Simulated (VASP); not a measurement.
Wanted: the native input for a VASP 6.6.1 run.

```
Task                   : single point
Functional             : r2SCAN
Potentials or basis    : VASP PAW PBE potentials, release 64 (Ga_d)
Cutoff                 : 520 eV
k mesh                 : 8 × 8 × 8
Occupations            : gaussian, width 0.1 eV
Spin                   : no spin polarisation
Dipole correction      : no
Further INCAR settings : ALGO = Normal; EDIFF = 1e-07; NBANDS = 62
```

The system is Ga.

```xyz
8
Lattice="5.2756 0.0000 0.0000 0.0000 5.2756 0.0000 0.0000 0.0000 5.2756" Properties=species:S:1:pos:R:3 pbc="T T T"
Ga    2.6378    2.6378    2.6378
Ga    0.0000    0.0000    0.0000
Ga    1.3189    0.0000    2.6378
Ga    2.6378    1.3189    0.0000
Ga    2.6378    3.9567    0.0000
Ga    3.9567    0.0000    2.6378
Ga    0.0000    2.6378    3.9567
Ga    0.0000    2.6378    1.3189
```

The input as run:

POSCAR

```
Ga
1.0
    5.2755550335      0.0000000000      0.0000000000
    0.0000000000      5.2755550335      0.0000000000
    0.0000000000      0.0000000000      5.2755550335
Ga
8
Direct
    0.5000000000      0.5000000000      0.5000000000
    0.0000000000      0.0000000000      0.0000000000
    0.2500000000      0.0000000000      0.5000000000
    0.5000000000      0.2500000000      0.0000000000
    0.5000000000      0.7500000000      0.0000000000
    0.7500000000      0.0000000000      0.5000000000
    0.0000000000      0.5000000000      0.7500000000
    0.0000000000      0.5000000000      0.2500000000
```

INCAR.step1

```
SYSTEM = Ga
PREC     = Accurate       ! precision mode
ENCUT    = 520            ! plane-wave cutoff, eV
ISMEAR   = 0              ! smearing method
SIGMA    = 0.1            ! smearing width, eV
LREAL    = .FALSE.        ! projectors in reciprocal space
LASPH    = .TRUE.         ! aspherical terms in the spheres
NELM     = 60             ! most SCF steps
NBANDS   = 62             ! bands
GGA      = PE             ! functional
ALGO     = Normal         ! electronic algorithm
EDIFF    = 1E-4           ! SCF threshold, eV
LWAVE    = .TRUE.         ! write WAVECAR
LCHARG   = .FALSE.        ! write CHGCAR
```

INCAR.step2

```
SYSTEM = Ga
PREC     = Accurate       ! precision mode
ENCUT    = 520            ! plane-wave cutoff, eV
EDIFF    = 1E-7           ! SCF threshold, eV
ISMEAR   = 0              ! smearing method
SIGMA    = 0.1            ! smearing width, eV
LREAL    = .FALSE.        ! projectors in reciprocal space
LASPH    = .TRUE.         ! aspherical terms in the spheres
NELM     = 60             ! most SCF steps
ALGO     = Normal         ! electronic algorithm
ISIF     = 2              ! what is computed and relaxed
LWAVE    = .FALSE.        ! write WAVECAR
LCHARG   = .FALSE.        ! write CHGCAR
METAGGA  = R2SCAN         ! meta-GGA
LMIXTAU  = .TRUE.       
NBANDS   = 62             ! bands
ISTART   = 1
```

KPOINTS

```
Automatic mesh
0
G
  8 8 8
  0 0 0
```

Potentials or basis: VASP PAW PBE potentials, release 64 (Ga_d).

Command:

```bash
$ cat potpaw_PBE.64/Ga_d/POTCAR > POTCAR
$ cp INCAR.step1 INCAR
$ mpirun -np 1 vasp_std > vasp.out
$ cp INCAR.step2 INCAR
$ mpirun -np 1 vasp_std > vasp.out
```

Results of the run:

| Property | Result |
| --- | --- |
| Pressure | -0.1 GPa |
| Band gap on the k mesh | zero (bands 52 and 53 overlap by 4.24 eV) |

Caveat: the PAW data sets were made with another functional, which shifts forces and pressure a little.

It took 8.8 min on 1 thread of Intel(R) Xeon(R) Platinum 8488C (Sapphire Rapids), on a shared host, peak memory 0.38 GiB.
